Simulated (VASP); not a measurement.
Crystal: TiO2 (pbe).

```
CELL_PARAMETERS angstrom
4.59220 0.00000 0.00000
0.00000 4.59220 0.00000
0.00000 0.00000 2.95740
ATOMIC_POSITIONS crystal
Ti 0.00000 0.00000 0.00000
Ti 0.50000 0.50000 0.50000
O 0.30496 0.30496 0.00000
O 0.19504 0.80496 0.50000
O 0.69504 0.69504 0.00000
O 0.80496 0.19504 0.50000
```

* Program: VASP 6.6.1
* Task: relaxation of cell and atoms
* Functional: PBE
* Potentials or basis: VASP PAW PBE potentials, release 64 (Ti_sv, O)
* Cutoff: 600 eV
* k mesh: 6 × 6 × 10
* Occupations: gaussian, width 0.02 eV
* Spin: no spin polarisation

At the start: pressure 5.8 GPa; volume 10.39 Å³/atom.

Question: Where does the relaxation end?

Answer: Over 13 steps the energy falls by 5.0 meV/atom and the volume is 10.67 Å³/atom (+2.6 %); space group P4_2/mnm (No. 136, to 0.05 Å).

The path:
| step | energy change (eV) | largest force (eV/Å) | pressure (GPa) | volume (Å³) |
| --- | --- | --- | --- | --- |
| 1 | 0.0000 | 0.1242 | 5.83 | 62.37 |
| 2 | 0.0143 | 0.2349 | -6.47 | 65.84 |
| 3 | -0.0277 | 0.0461 | 0.00 | 63.89 |
| 4 | -0.0295 | 0.0182 | -0.01 | 63.98 |
| 5 | -0.0297 | 0.0032 | -0.01 | 64.02 |
| 6 | -0.0297 | 0.0054 | -0.03 | 64.02 |
| 7 | -0.0297 | 0.0045 | -0.04 | 64.02 |
| 8 | -0.0297 | 0.0016 | 0.04 | 64.00 |
| 9 | -0.0298 | 0.0007 | 0.02 | 64.00 |
| 10 | -0.0298 | 0.0015 | 0.05 | 64.01 |
| 11 | -0.0298 | 0.0031 | 0.00 | 64.01 |
| 12 | -0.0298 | 0.0021 | -0.01 | 64.01 |
| 13 | -0.0298 | 0.0015 | 0.00 | 64.01 |

Final structure:
```cif
data_structure
_symmetry_space_group_name_H-M 'P 1'
_symmetry_Int_Tables_number 1
_cell_length_a 4.6450
_cell_length_b 4.6450
_cell_length_c 2.9666
_cell_angle_alpha 90.000
_cell_angle_beta 90.000
_cell_angle_gamma 90.000
_cell_volume 64.01
loop_
_atom_site_label
_atom_site_type_symbol
_atom_site_fract_x
_atom_site_fract_y
_atom_site_fract_z
_atom_site_occupancy
Ti1 Ti 0.00000 0.00000 0.00000 1
Ti2 Ti 0.50000 0.50000 0.50000 1
O1 O 0.30497 0.30497 0.00000 1
O2 O 0.19503 0.80497 0.50000 1
O3 O 0.69503 0.69503 0.00000 1
O4 O 0.80497 0.19503 0.50000 1
```
